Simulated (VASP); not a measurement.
# Sr3Cl (Pm-3m) in VASP: a series of runs

The runs below take Sr3Cl through single point, relaxation of cell and atoms, with PBE.

All numbers are computed with VASP 6.6.1; they aren't measurements. Logs are shortened: lines on timing, memory, paths and dates and some standing lists are left out, and cuts for length are marked.

## Step 1: The cell of the first run

It takes space group Pm-3m (No. 221, cubic). The conventional cell has a = 4.944 Å, b = 4.944 Å, c = 4.944 Å, α = 90.00°, β = 90.00°, γ = 90.00°. Sr (site symmetry 4/mmm) has 8 Sr at 3.50 Å and 4 Cl at 3.50 Å within 4.6 Å. Within 4.6 Å of Cl (site symmetry m-3m) lie 12 Sr at 3.50 Å.

## Step 2: Single point, PBE

INCAR reads:

```
ALGO     = Normal         # electronic algorithm
EDIFF    = 1E-6           # SCF threshold, eV
ENCUT    = 520            # plane-wave cutoff, eV
GGA      = PE             # functional
ISIF     = 2              # what is computed and relaxed
ISMEAR   = 0              # smearing method
LASPH    = True           # aspherical terms in the spheres
LCHARG   = False          # write CHGCAR
LREAL    = False          # projectors in reciprocal space
LWAVE    = False          # write WAVECAR
NBANDS   = 26             # bands
NELM     = 80             # most SCF steps
PREC     = Accurate       # precision mode
SIGMA    = 0.1            # smearing width, eV
```

KPOINTS reads:

```
k-points
0
Gamma
  4 4 4
```

POSCAR reads:

```
Sr3Cl
1.0
    4.9441163556      0.0000000000      0.0000000000
    0.0000000000      4.9441163556      0.0000000000
    0.0000000000      0.0000000000      4.9441163556
Sr Cl
3 1
Direct
    0.0000000000      0.5000000000      0.5000000000
    0.5000000000      0.0000000000      0.5000000000
    0.5000000000      0.5000000000      0.0000000000
    0.0000000000      0.0000000000      0.0000000000
```

Potentials or basis: VASP PAW PBE potentials, release 64 (Sr_sv, Cl).

Command:

```console
cat potpaw_PBE.64/Sr_sv/POTCAR potpaw_PBE.64/Cl/POTCAR > POTCAR
mpirun -np 1 vasp_std > vasp.out
```

OUTCAR:

```text
EDIFF = 1E-6
   ENCUT = 520
   GGA = PE
   ISIF = 2
   ISMEAR = 0
   LASPH = True
   LREAL = False
   NELM = 80
   PREC = Accurate

 ion  position               nearest neighbor table
   1  0.000  0.500  0.500-   2 3.50   3 3.50   4 3.50   3 3.50   4 3.50   2 3.50   4 3.50   4 3.50
                             2 3.50   3 3.50   3 3.50   2 3.50
   2  0.500  0.000  0.500-   1 3.50   3 3.50   4 3.50   3 3.50   4 3.50   1 3.50   3 3.50   3 3.50
                             1 3.50   4 3.50   4 3.50   1 3.50
   3  0.500  0.500  0.000-   1 3.50   2 3.50   4 3.50   1 3.50   2 3.50   2 3.50   4 3.50   2 3.50
                             1 3.50   4 3.50   1 3.50   4 3.50
   4  0.000  0.000  0.000-   1 3.50   2 3.50   3 3.50   1 3.50   2 3.50   1 3.50   3 3.50   1 3.50
                             2 3.50   3 3.50   2 3.50   3 3.50

  LATTYP: Found a simple cubic cell.
 ALAT       =     4.9441163556

  Lattice vectors:

 A1 = (   4.9441163556,   0.0000000000,   0.0000000000)
 A2 = (   0.0000000000,   4.9441163556,   0.0000000000)
 A3 = (   0.0000000000,   0.0000000000,   4.9441163556)

Analysis of symmetry for initial positions (statically):
=====================================================================
 Subroutine PRICEL returns:
 Original cell was already a primitive cell.

 Routine SETGRP: Setting up the symmetry group for a
 simple cubic supercell.

 Subroutine GETGRP returns: Found 48 space group operations
 (whereof 48 operations were pure point group operations)
 out of a pool of 48 trial point group operations.

The static configuration has the point symmetry O_h .

Analysis of symmetry for dynamics (positions and initial velocities):
=====================================================================
 Subroutine PRICEL returns:
 Original cell was already a primitive cell.

 Routine SETGRP: Setting up the symmetry group for a
 simple cubic supercell.

 Subroutine GETGRP returns: Found 48 space group operations
 (whereof 48 operations were pure point group operations)
 out of a pool of 48 trial point group operations.

The dynamic configuration has the point symmetry O_h .

 Subroutine INISYM returns: Found 48 space group operations
 (whereof 48 operations are pure point group operations),
 and found     1 'primitive' translations

[... 77 lines left out ...]
   ISPIN  =      1    spin polarized calculation?
   LNONCOLLINEAR =      F non collinear calculations
   LSORBIT =      F    spin-orbit coupling
   LASPH  =      T    aspherical Exc in radial PAW
   ENCUT  =  520.0 eV  38.22 Ry    6.18 a.u.   9.19  9.19  9.19*2*pi/ulx,y,z
   NELM   =     80;   NELMIN=  2; NELMDL= -5     # of ELM steps
   EDIFF  = 0.1E-05   stopping-criterion for ELM
   LREAL  =      F    real-space projection
   EDIFFG = 0.1E-04   stopping-criterion for IOM
   NSW    =      0    number of steps for IOM
   IBRION =     -1    ionic relax: 0-MD 1-quasi-New 2-CG
   NFREE  =      0    steps in history (QN), initial steepest desc. (CG)
   ISIF   =      2    stress and relaxation
   ISYM   =      2    0-nonsym 1-usesym 2-fastsym
   POTIM  = 0.5000    time-step for ionic-motion
   TEBEG  =    0.0;   TEEND  =   0.0 temperature during run
   PSTRESS=    0.0 pullay stress
   NELECT =      37.0000    total number of electrons
   NUPDOWN=      -1.0000    fix difference up-down
   EMIN   =  10.00;   EMAX   =-10.00  energy-range for DOS
   EFERMI =   0.00;   METHOD = LEGACY
   ISMEAR =     0;   SIGMA  =   0.10  broadening in eV -4-tet -1-fermi 0-gaus
   EFERMI_NEDOS =   21; number of points for ismear=-14 and -15
   IALGO  =     38    algorithm
   IMIX   =      4    mixing-type and parameters
     AMIX     =   0.40;   BMIX     =  1.00
     AMIX_MAG =   1.60;   BMIX_MAG =  1.00
  volume/ion in A,a.u.               =      30.21       203.89
  Fermi-wavevector in a.u.,A,eV,Ry     =   1.103367  2.085062 16.563992  1.217419
  Thomas-Fermi vector in A             =   2.239824
   LORBIT       =      0    0 simple, 1 ext, 2 COOP (PROOUT), +10 PAW based schemes
   GGA     = PE    functional components
   LHFCALC =     F    Hartree Fock is set to
   AEXX    =    0.0000 exact exchange contribution
   IVDW    =     0    specifies the selected vdW correction
   LEPSILON=     F    determine dielectric tensor
   LRPA    =     F    only Hartree local field effects (RPA)
 non-spin polarized calculation
 Gauss-broadening in eV      SIGMA  =   0.10
  energy-cutoff  :      520.00
  volume of cell :      120.86
 maximum number of plane-waves:      3294
 NGX is ok and might be reduce to    40
   NGX = 19   NGY = 19   NGZ = 19

 number of electron      36.9999998 magnetization

 Free energy of the ion-electron system (eV)
  ---------------------------------------------------
  ext. energy  EPLUGINS =         0.00000000
  ---------------------------------------------------
  free energy    TOTEN  =        -6.47155016 eV

  energy without entropy =       -6.43321235  energy(sigma->0) =       -6.45238126

 E-fermi :   4.4738     XC(G=0):  -9.0873

 val. band max:        4.4359133633   @ k =   0.2500   0.2500   0.0000
 cond. band min:       4.4763172065   @ k =   0.2500   0.2500   0.2500
 fundamental gap:      0.0404038432
 Fermi energy:         4.4738057999

 k-point     1 :       0.0000    0.0000    0.0000
  band No.  band energies     occupation
      1     -31.9680      2.00000
      2     -31.7895      2.00000
      3     -31.7895      2.00000
      4     -14.3942      2.00000
      5     -14.3942      2.00000
      6     -14.3942      2.00000
[... 279 lines left out ...]
     25       7.6610      0.00000
     26       7.6610      0.00000

------------------------ aborting loop because EDIFF is reached ----------------------------------------

  FORCE on cell =-STRESS in cart. coord.  units (eV):
  Direction    XX          YY          ZZ          XY          YZ          ZX
  --------------------------------------------------------------------------------------
  -------------------------------------------------------------------------------------
  Total        7.3453572      7.3453572      7.3453572     -0.0000000     -0.0000000      0.0000000
  in kB       97.3772390     97.3772390     97.3772390     -0.0000000     -0.0000000      0.0000000
  external PRESSURE =      97.3772390 kB  Pullay stress =       0.0000000 kB

 VOLUME and BASIS-vectors are now :
 -----------------------------------------------------------------------------
  energy-cutoff  :      520.00
  volume of cell :      120.86
      direct lattice vectors                 reciprocal lattice vectors
     4.944116356  0.000000000  0.000000000     0.202260612  0.000000000  0.000000000
     0.000000000  4.944116356  0.000000000     0.000000000  0.202260612  0.000000000
     0.000000000  0.000000000  4.944116356     0.000000000  0.000000000  0.202260612

 POSITION                                       TOTAL-FORCE (eV/Angst)
 -----------------------------------------------------------------------------------
      0.00000      2.47206      2.47206         0.000000      0.000000      0.000000
      2.47206      0.00000      2.47206         0.000000      0.000000      0.000000
      2.47206      2.47206      0.00000         0.000000      0.000000      0.000000
      0.00000      0.00000      0.00000         0.000000      0.000000      0.000000
 -----------------------------------------------------------------------------------
    total drift:                                0.000000     -0.000000     -0.000000

  FREE ENERGIE OF THE ION-ELECTRON SYSTEM (eV)
  ---------------------------------------------------
  free  energy   TOTEN  =        -6.4715501646 eV

  energy  without entropy=       -6.4332123478  energy(sigma->0) =       -6.45238126
```

OSZICAR:

```text
N       E                     dE             d eps       ncg     rms          rms(c)
DAV:   1     0.222967306518E+03    0.22297E+03   -0.17421E+04   520   0.125E+03
DAV:   2     0.123119272460E+02   -0.21066E+03   -0.20632E+03   650   0.287E+02
DAV:   3    -0.615514229307E+01   -0.18467E+02   -0.18117E+02   824   0.630E+01
DAV:   4    -0.686582801132E+01   -0.71069E+00   -0.70802E+00   736   0.121E+01
DAV:   5    -0.688447080189E+01   -0.18643E-01   -0.18634E-01   774   0.177E+00    0.253E+01
DAV:   6    -0.654463417661E+01    0.33984E+00   -0.54784E-01   688   0.229E+00    0.145E+01
DAV:   7    -0.647319546006E+01    0.71439E-01   -0.45980E-01   728   0.216E+00    0.186E+00
DAV:   8    -0.647149625772E+01    0.16992E-02   -0.26876E-02   604   0.573E-01    0.509E-01
DAV:   9    -0.647154975700E+01   -0.53499E-04   -0.18205E-03   776   0.179E-01    0.160E-01
DAV:  10    -0.647153969109E+01    0.10066E-04   -0.99004E-05   684   0.587E-02    0.623E-02
DAV:  11    -0.647155161200E+01   -0.11921E-04   -0.38523E-05   752   0.344E-02    0.221E-02
DAV:  12    -0.647155036596E+01    0.12460E-05   -0.27300E-06   478   0.862E-03    0.582E-03
DAV:  13    -0.647155016464E+01    0.20132E-06   -0.56058E-07   364   0.430E-03
   1 F= -.64715502E+01 E0= -.64523813E+01  d E =-.383378E-01
```

It took 18 s on 1 thread of Intel Xeon 6975P-C (Granite Rapids), shared host; peak memory 0.24 GiB.

Results:

* Free energy: -6.4716 eV
* Pressure: 9.7 GPa
* Band gap on the k mesh: zero (an odd number of electrons rules out a gap without spin polarisation)

Levels at points of the mesh, in eV from the Fermi level:
| k point | band 15 | band 16 | band 17 | band 18 | band 19 | band 20 | band 21 | band 22 |
| --- | --- | --- | --- | --- | --- | --- | --- | --- |
| (0.00, 0.00, 0.00) | -5.59 | -5.59 | -3.47 | -1.06 | -0.97 | -0.97 | -0.14 | -0.14 |
| (0.50, 0.00, 0.00) | -5.74 | -5.74 | -1.70 | -0.61 | 0.45 | 0.47 | 0.53 | 1.69 |
| (0.50, 0.50, 0.00) | -6.05 | -5.87 | -0.54 | 0.20 | 0.20 | 0.93 | 1.30 | 1.67 |
| (0.50, 0.50, 0.50) | -5.78 | -5.78 | -1.21 | -1.21 | -1.21 | 0.27 | 1.60 | 2.23 |

Caveat: the cell stands under pressure; an odd number of electrons without spin polarisation forces a metal; a magnetic or distorted state may lie lower.

## Step 3: Single point, PBE

This run uses another cell than the first one, of 47.29 Å³/atom.

INCAR reads:

```
SYSTEM = Sr3Cl
ALGO = Normal ; EDIFF = 1E-7
ENCUT = 520 ; GGA = PE
ISIF = 2 ; ISMEAR = 0
LASPH = .TRUE. ; LCHARG = .FALSE.
LREAL = .FALSE. ; LWAVE = .FALSE.
NBANDS = 26 ; NELM = 100
PREC = Accurate ; SIGMA = 0.1
```

KPOINTS reads:

```
k-points
0
G
  4 4 4
  0 0 0
```

POSCAR reads:

```
Sr3Cl
1.0
    5.7403045355      0.0000000000      0.0000000000
    0.0000000000      5.7403045355      0.0000000000
    0.0000000000      0.0000000000      5.7403045355
Sr Cl
3 1
Direct
    0.0000000000      0.5000000000      0.5000000000
    0.5000000000      0.0000000000      0.5000000000
    0.5000000000      0.5000000000      0.0000000000
    0.0000000000      0.0000000000      0.0000000000
```

Potentials or basis: VASP PAW PBE potentials, release 64 (Sr_sv, Cl).

Command:

```console
cat potpaw_PBE.64/Sr_sv/POTCAR potpaw_PBE.64/Cl/POTCAR > POTCAR
mpirun -np 1 vasp_std > vasp.out
```

OUTCAR:

```text
SYSTEM = Sr3Cl
   EDIFF = 1E-7
   ENCUT = 520
   GGA = PE
   ISIF = 2
   ISMEAR = 0
   LASPH = .TRUE.
   LREAL = .FALSE.
   NELM = 100
   PREC = Accurate

 ion  position               nearest neighbor table
   1  0.000  0.500  0.500-   2 4.06   3 4.06   3 4.06   2 4.06   2 4.06   3 4.06   3 4.06   2 4.06

   2  0.500  0.000  0.500-   1 4.06   3 4.06   3 4.06   1 4.06   3 4.06   3 4.06   1 4.06   1 4.06

   3  0.500  0.500  0.000-   1 4.06   2 4.06   1 4.06   2 4.06   2 4.06   2 4.06   1 4.06   1 4.06

   4  0.000  0.000  0.000-

  LATTYP: Found a simple cubic cell.
 ALAT       =     5.7403045355

  Lattice vectors:

 A1 = (   5.7403045355,   0.0000000000,   0.0000000000)
 A2 = (   0.0000000000,   5.7403045355,   0.0000000000)
 A3 = (   0.0000000000,   0.0000000000,   5.7403045355)

Analysis of symmetry for initial positions (statically):
=====================================================================
 Subroutine PRICEL returns:
 Original cell was already a primitive cell.
[... 156 lines left out ...]
  free energy    TOTEN  =        -8.06731246 eV

  energy without entropy =       -8.04241573  energy(sigma->0) =       -8.05486410

 E-fermi :   2.0367     XC(G=0):  -7.4378

 val. band max:        1.9881859227   @ k =   0.2500   0.2500   0.2500
 cond. band min:       2.0657212081   @ k =   0.2500   0.2500   0.0000
 fundamental gap:      0.0775352854
 Fermi energy:         2.0367425298

 k-point     1 :       0.0000    0.0000    0.0000
  band No.  band energies     occupation
      1     -34.9400      2.00000
      2     -34.9130      2.00000
      3     -34.9130      2.00000
      4     -17.0169      2.00000
      5     -17.0169      2.00000
      6     -17.0169      2.00000
[... 279 lines left out ...]
     25       4.0153      0.00000
     26       4.0153      0.00000

------------------------ aborting loop because EDIFF is reached ----------------------------------------

  FORCE on cell =-STRESS in cart. coord.  units (eV):
  Direction    XX          YY          ZZ          XY          YZ          ZX
  --------------------------------------------------------------------------------------
  -------------------------------------------------------------------------------------
  Total        0.1484364      0.1484364      0.1484364     -0.0000000     -0.0000000     -0.0000000
  in kB        1.2573208      1.2573208      1.2573208     -0.0000000     -0.0000000     -0.0000000
  external PRESSURE =       1.2573208 kB  Pullay stress =       0.0000000 kB

 VOLUME and BASIS-vectors are now :
 -----------------------------------------------------------------------------
  energy-cutoff  :      520.00
  volume of cell :      189.15
      direct lattice vectors                 reciprocal lattice vectors
     5.740304535  0.000000000  0.000000000     0.174206785  0.000000000  0.000000000
     0.000000000  5.740304535  0.000000000     0.000000000  0.174206785  0.000000000
     0.000000000  0.000000000  5.740304535     0.000000000  0.000000000  0.174206785

 POSITION                                       TOTAL-FORCE (eV/Angst)
 -----------------------------------------------------------------------------------
      0.00000      2.87015      2.87015         0.000000      0.000000      0.000000
      2.87015      0.00000      2.87015         0.000000      0.000000      0.000000
      2.87015      2.87015      0.00000         0.000000      0.000000      0.000000
      0.00000      0.00000      0.00000         0.000000      0.000000      0.000000
 -----------------------------------------------------------------------------------
    total drift:                                0.000000     -0.000000     -0.000000

  FREE ENERGIE OF THE ION-ELECTRON SYSTEM (eV)
  ---------------------------------------------------
  free  energy   TOTEN  =        -8.0673124644 eV

  energy  without entropy=       -8.0424157282  energy(sigma->0) =       -8.05486410
```

stdout:

```text
POSCAR found type information on POSCAR SrCl
 POSCAR found :  2 types and       4 ions
 scaLAPACK will be used
 LDA part: xc-table for (Slater+PW92), standard interpolation
 POSCAR, INCAR and KPOINTS ok, starting setup
 FFT: planning ... GRIDC
 FFT: planning ... GRID_SOFT
 FFT: planning ... GRID
 WAVECAR not read
 entering main loop
```

It took 30 s on 1 thread of Intel Xeon 6975P-C (Granite Rapids), shared host; peak memory 0.32 GiB.

Results:

| Property | Result |
| --- | --- |
| Free energy | -8.0673 eV |
| Pressure | 0.1 GPa |
| Band gap on the k mesh | zero (an odd number of electrons rules out a gap without spin polarisation) |

Caveat: an odd number of electrons without spin polarisation forces a metal; a magnetic or distorted state may lie lower.

[end of part 1 of 2]
